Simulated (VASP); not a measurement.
# WSe3 (P4/nmm) in VASP: single point with LDA

Aim: the single point of WSe3 with LDA.

Program: VASP 6.6.1. These are calculated values, not measurements. Logs are shortened: lines on timing, memory, paths and dates and some standing lists are left out, and cuts for length are marked.

**1. The cell of the first run**

The structure is tetragonal, space group P4/nmm (No. 129). Conventional cell: a = 6.826 Å, b = 6.826 Å, c = 4.892 Å, α = 90.00°, β = 90.00°, γ = 90.00°. W (site symmetry 4mm) has 6 Se at 2.33 to 2.56 Å within 3.1 Å. Se (site symmetry 2/m) has 2 W at 2.43 Å within 3.2 Å. Se (site symmetry 4mm) has 2 W at 2.33 to 2.56 Å within 3.1 Å.

**2. Single point, LDA**

File INCAR:

```
ALGO     = Normal         # electronic algorithm
EDIFF    = 1E-6           # SCF threshold, eV
ENCUT    = 520            # plane-wave cutoff, eV
ISIF     = 2              # what is computed and relaxed
ISMEAR   = 0              # smearing method
LASPH    = True           # aspherical terms in the spheres
LCHARG   = False          # write CHGCAR
LREAL    = False          # projectors in reciprocal space
LWAVE    = False          # write WAVECAR
NBANDS   = 42             # bands
NELM     = 100            # most SCF steps
PREC     = Accurate       # precision mode
SIGMA    = 0.1            # smearing width, eV
```

File KPOINTS:

```
k-points
0
Gamma
  6 6 8
```

File POSCAR:

```
WSe3
1.0
    6.8260147293      0.0000000000      0.0000000000
    0.0000000000      6.8260147293      0.0000000000
    0.0000000000      0.0000000000      4.8915424961
W Se
2 6
Direct
    0.5000000000      0.0000000000      0.9445195830
    0.0000000000      0.5000000000      0.0554804170
    0.2500000000      0.7500000000      0.0000000000
    0.7500000000      0.7500000000      0.0000000000
    0.7500000000      0.2500000000      0.0000000000
    0.2500000000      0.2500000000      0.0000000000
    0.5000000000      0.0000000000      0.4685960739
    0.0000000000      0.5000000000      0.5314039261
```

Potentials or basis: VASP PAW LDA potentials, release 64 (W_sv, Se).

On the command line:

```bash
$ cat potpaw_LDA.64/W_sv/POTCAR potpaw_LDA.64/Se/POTCAR > POTCAR
$ mpirun -np 1 vasp_std > vasp.out
```

OUTCAR:

```text
EDIFF = 1E-6
   ENCUT = 520
   ISIF = 2
   ISMEAR = 0
   LASPH = True
   LREAL = False
   NELM = 100
   PREC = Accurate

 ion  position               nearest neighbor table
   1  0.500  0.000  0.945-   7 2.33   4 2.43   5 2.43   6 2.43   3 2.43   7 2.56
   2  0.000  0.500  0.055-   8 2.33   4 2.43   5 2.43   6 2.43   3 2.43   8 2.56
   3  0.250  0.750  0.000-   1 2.43   2 2.43
   4  0.750  0.750  0.000-   1 2.43   2 2.43
   5  0.750  0.250  0.000-   1 2.43   2 2.43
   6  0.250  0.250  0.000-   1 2.43   2 2.43
   7  0.500  0.000  0.469-   1 2.33   1 2.56
   8  0.000  0.500  0.531-   2 2.33   2 2.56

  LATTYP: Found a simple tetragonal cell.
 ALAT       =     6.8260147293
 C/A-ratio  =     0.7166029799

  Lattice vectors:

 A1 = (   6.8260147293,   0.0000000000,   0.0000000000)
 A2 = (   0.0000000000,   6.8260147293,   0.0000000000)
 A3 = (   0.0000000000,   0.0000000000,   4.8915424961)

Analysis of symmetry for initial positions (statically):
=====================================================================
 Subroutine PRICEL returns:
 Original cell was already a primitive cell.

 Routine SETGRP: Setting up the symmetry group for a
 simple tetragonal supercell.

 Subroutine GETGRP returns: Found 16 space group operations
 (whereof  8 operations were pure point group operations)
 out of a pool of 16 trial point group operations.

The static configuration has the point symmetry D_2d.
 The point group associated with its full space group is D_4h.

Analysis of symmetry for dynamics (positions and initial velocities):
=====================================================================
 Subroutine PRICEL returns:
 Original cell was already a primitive cell.

 Routine SETGRP: Setting up the symmetry group for a
 simple tetragonal supercell.

 Subroutine GETGRP returns: Found 16 space group operations
 (whereof  8 operations were pure point group operations)
 out of a pool of 16 trial point group operations.

The dynamic configuration has the point symmetry D_2d.
 The point group associated with its full space group is D_4h.

 Subroutine INISYM returns: Found 16 space group operations
 (whereof  8 operations are pure point group operations),
 and found     1 'primitive' translations

----------------------------------------------------------------------------------------

                                     Primitive cell

  volume of cell :     227.9189
[... 94 lines left out ...]
   ICHARG =      2    charge: 1-file 2-atom 10-const
   ISPIN  =      1    spin polarized calculation?
   LNONCOLLINEAR =      F non collinear calculations
   LSORBIT =      F    spin-orbit coupling
   LASPH  =      T    aspherical Exc in radial PAW
   ENCUT  =  520.0 eV  38.22 Ry    6.18 a.u.  12.69 12.69  9.10*2*pi/ulx,y,z
   NELM   =    100;   NELMIN=  2; NELMDL= -5     # of ELM steps
   EDIFF  = 0.1E-05   stopping-criterion for ELM
   LREAL  =      F    real-space projection
[... 7 lines left out ...]
   TEBEG  =    0.0;   TEEND  =   0.0 temperature during run
   PSTRESS=    0.0 pullay stress
   NELECT =      64.0000    total number of electrons
   NUPDOWN=      -1.0000    fix difference up-down
   EMIN   =  10.00;   EMAX   =-10.00  energy-range for DOS
   EFERMI =   0.00;   METHOD = LEGACY
   ISMEAR =     0;   SIGMA  =   0.10  broadening in eV -4-tet -1-fermi 0-gaus
   EFERMI_NEDOS =   21; number of points for ismear=-14 and -15
   IALGO  =     38    algorithm
   IMIX   =      4    mixing-type and parameters
     AMIX     =   0.40;   BMIX     =  1.00
     AMIX_MAG =   1.60;   BMIX_MAG =  1.00
  volume/ion in A,a.u.               =      28.49       192.26
  Fermi-wavevector in a.u.,A,eV,Ry     =   1.072033  2.025848 15.636554  1.149254
  Thomas-Fermi vector in A             =   2.207791
   LORBIT       =      0    0 simple, 1 ext, 2 COOP (PROOUT), +10 PAW based schemes
   GGA     = CA    functional components
   LHFCALC =     F    Hartree Fock is set to
   AEXX    =    0.0000 exact exchange contribution
   IVDW    =     0    specifies the selected vdW correction
   LEPSILON=     F    determine dielectric tensor
   LRPA    =     F    only Hartree local field effects (RPA)
 non-spin polarized calculation
 Gauss-broadening in eV      SIGMA  =   0.10
  energy-cutoff  :      520.00
  volume of cell :      227.92
 maximum number of plane-waves:      6168
 NGX is ok and might be reduce to    54
   NGX = 25   NGY = 25   NGZ = 19

 number of electron      63.9999998 magnetization

 Free energy of the ion-electron system (eV)
  ---------------------------------------------------
  ext. energy  EPLUGINS =         0.00000000
  ---------------------------------------------------
  free energy    TOTEN  =       -51.17807320 eV

  energy without entropy =      -51.14503491  energy(sigma->0) =      -51.16155405

 E-fermi :   2.7660     XC(G=0):  -8.9773

 val. band max:        2.7603020044   @ k =   0.3333   0.0000   0.0000
 cond. band min:       2.7706535737   @ k =   0.3333   0.0000   0.3750
 fundamental gap:      0.0103515693
 Fermi energy:         2.7659798702

 k-point     1 :       0.0000    0.0000    0.0000
  band No.  band energies     occupation
      1     -71.9908      2.00000
      2     -71.9905      2.00000
      3     -36.4928      2.00000
      4     -36.4928      2.00000
      5     -36.4922      2.00000
      6     -36.4922      2.00000
[... 1069 lines left out ...]
     41       6.6457      0.00000
     42       6.6457      0.00000

 [... further k-points ...]
[... 5 lines left out ...]
  --------------------------------------------------------------------------------------
  -------------------------------------------------------------------------------------
  Total        0.4984792      0.4984792      0.4772824      0.0000000     -0.0000000     -0.0000000
  in kB        3.5041067      3.5041067      3.3551017      0.0000000     -0.0000000     -0.0000000
  external PRESSURE =       3.4544384 kB  Pullay stress =       0.0000000 kB

 VOLUME and BASIS-vectors are now :
 -----------------------------------------------------------------------------
  energy-cutoff  :      520.00
  volume of cell :      227.92
      direct lattice vectors                 reciprocal lattice vectors
     6.826014729  0.000000000  0.000000000     0.146498365  0.000000000  0.000000000
     0.000000000  6.826014729  0.000000000     0.000000000  0.146498365  0.000000000
     0.000000000  0.000000000  4.891542496     0.000000000  0.000000000  0.204434491

 POSITION                                       TOTAL-FORCE (eV/Angst)
 -----------------------------------------------------------------------------------
      3.41301      0.00000      4.62016         0.000000     -0.000000      0.018232
      0.00000      3.41301      0.27138         0.000000     -0.000000     -0.018232
      1.70650      5.11951      0.00000         0.000000     -0.000000     -0.000000
      5.11951      5.11951      0.00000         0.000000      0.000000     -0.000000
      5.11951      1.70650      0.00000        -0.000000     -0.000000     -0.000000
      1.70650      1.70650      0.00000        -0.000000     -0.000000     -0.000000
      3.41301      0.00000      2.29216         0.000000     -0.000000     -0.037408
      0.00000      3.41301      2.59938         0.000000     -0.000000      0.037408
 -----------------------------------------------------------------------------------
    total drift:                                0.000000      0.000000      0.000000

  FREE ENERGIE OF THE ION-ELECTRON SYSTEM (eV)
  ---------------------------------------------------
  free  energy   TOTEN  =       -51.1780731978 eV

  energy  without entropy=      -51.1450349053  energy(sigma->0) =      -51.16155405
```

OSZICAR:

```text
N       E                     dE             d eps       ncg     rms          rms(c)
DAV:   1     0.558185969372E+03    0.55819E+03   -0.31890E+04  4632   0.137E+03
DAV:   2    -0.129505369129E+02   -0.57114E+03   -0.55105E+03  5142   0.330E+02
DAV:   3    -0.537492217653E+02   -0.40799E+02   -0.39375E+02  5118   0.848E+01
DAV:   4    -0.549343330454E+02   -0.11851E+01   -0.11705E+01  4900   0.147E+01
DAV:   5    -0.549580266685E+02   -0.23694E-01   -0.23655E-01  4998   0.213E+00    0.326E+01
DAV:   6    -0.530522649238E+02    0.19058E+01   -0.16826E+01  4444   0.233E+01    0.109E+01
DAV:   7    -0.517014652126E+02    0.13508E+01   -0.10333E+01  4364   0.164E+01    0.107E+01
DAV:   8    -0.511812986821E+02    0.52017E+00   -0.92695E-01  4456   0.590E+00    0.151E+00
DAV:   9    -0.511786306664E+02    0.26680E-02   -0.89501E-02  4828   0.131E+00    0.451E-01
DAV:  10    -0.511782201999E+02    0.41047E-03   -0.40866E-03  4716   0.389E-01    0.179E-01
DAV:  11    -0.511780528005E+02    0.16740E-03   -0.66435E-04  4612   0.134E-01    0.749E-02
DAV:  12    -0.511780550884E+02   -0.22879E-05   -0.14047E-04  4562   0.777E-02    0.296E-02
DAV:  13    -0.511780666420E+02   -0.11554E-04   -0.34755E-05  4554   0.397E-02    0.194E-02
DAV:  14    -0.511780717607E+02   -0.51188E-05   -0.64036E-06  4228   0.127E-02    0.479E-03
DAV:  15    -0.511780730965E+02   -0.13357E-05   -0.86807E-07  2752   0.474E-03    0.223E-03
DAV:  16    -0.511780731978E+02   -0.10132E-06   -0.31831E-07  2278   0.297E-03
   1 F= -.51178073E+02 E0= -.51161554E+02  d E =-.330383E-01
```

stdout:

```text
POSCAR found type information on POSCAR W Se
 POSCAR found :  2 types and       8 ions
 scaLAPACK will be used
 LDA part: xc-table for (Slater(with rela. corr.)+CA(PZ))
 , standard interpolation
 POSCAR, INCAR and KPOINTS ok, starting setup
 FFT: planning ... GRIDC
 FFT: planning ... GRID_SOFT
 FFT: planning ... GRID
 WAVECAR not read
 entering main loop
```

Run time: 9 min. Hardware: 1 thread of Intel Xeon Platinum 8259CL at 2.50GHz (Skylake/Cascade Lake), shared host; peak memory 0.5 GiB.

What came out:

```yaml
Free_energy: -51.1781 eV
Pressure: 0.3 GPa
Largest_force: 0.037 eV/Å
Band_gap_on_the_k_mesh: zero (band 32 reaches 3.26 eV, above the bottom of band 33 at 2.04 eV)
```

Forces on the atoms (eV/Å):
```
W    0.000  0.000  0.018
W    0.000  0.000 -0.018
Se   0.000  0.000  0.000
Se   0.000  0.000  0.000
Se   0.000  0.000  0.000
Se   0.000  0.000  0.000
Se   0.000  0.000 -0.037
Se   0.000  0.000  0.037
```

Caveat: spin-orbit coupling is left out, which moves the levels of the heavy elements.
